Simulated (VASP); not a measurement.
Write the native input for VASP 6.6.1 that does the following.

```
Task                   : single point
Functional             : PBE
Potentials or basis    : VASP PAW PBE potentials, release 64 (Ga_d, Sb)
Cutoff                 : 520 eV
k mesh                 : 14 × 14 × 14
Occupations            : gaussian, width 0.15 eV
Spin                   : no spin polarisation
Dipole correction      : no
Further INCAR settings : ALGO = Normal; EDIFF = 1e-06; NBANDS = 16
```

The structure of GaSb lies in POSCAR:

```
GaSb
1.0
    0.0000000000      3.2267932658      3.2267932658
    3.2267932658      0.0000000000      3.2267932658
    3.2267932658      3.2267932658      0.0000000000
Ga Sb
1 1
Direct
    0.0000000000      0.0000000000      0.0000000000
    0.7500000000      0.7500000000      0.7500000000
```

The input as run:

INCAR

```
ALGO = Normal
EDIFF = 1E-6
ENCUT = 520
GGA = PE
ISIF = 2
ISMEAR = 0
LASPH = True
LCHARG = False
LREAL = False
LWAVE = False
NBANDS = 16
NELM = 80
PREC = Accurate
SIGMA = 0.15
```

KPOINTS

```
k-points
0
Gamma
  14 14 14
```

Potentials or basis: VASP PAW PBE potentials, release 64 (Ga_d, Sb).

Command:

```console
$ cat potpaw_PBE.64/Ga_d/POTCAR potpaw_PBE.64/Sb/POTCAR > POTCAR
$ mpirun -np 1 vasp_std > vasp.out
```

Results of the run:

```yaml
Pressure: -3.8 GPa
Band_gap_on_the_k_mesh: zero (filled and empty bands touch)
```

Caveat: the cell stands under tension; semilocal functionals underestimate gaps, so a narrow gap can read as zero; spin-orbit coupling is left out, which moves the levels of the heavy elements.

Run time: 2.1 min on 1 thread of Intel Xeon 8259CL (shared host), peak memory 0.28 GiB.
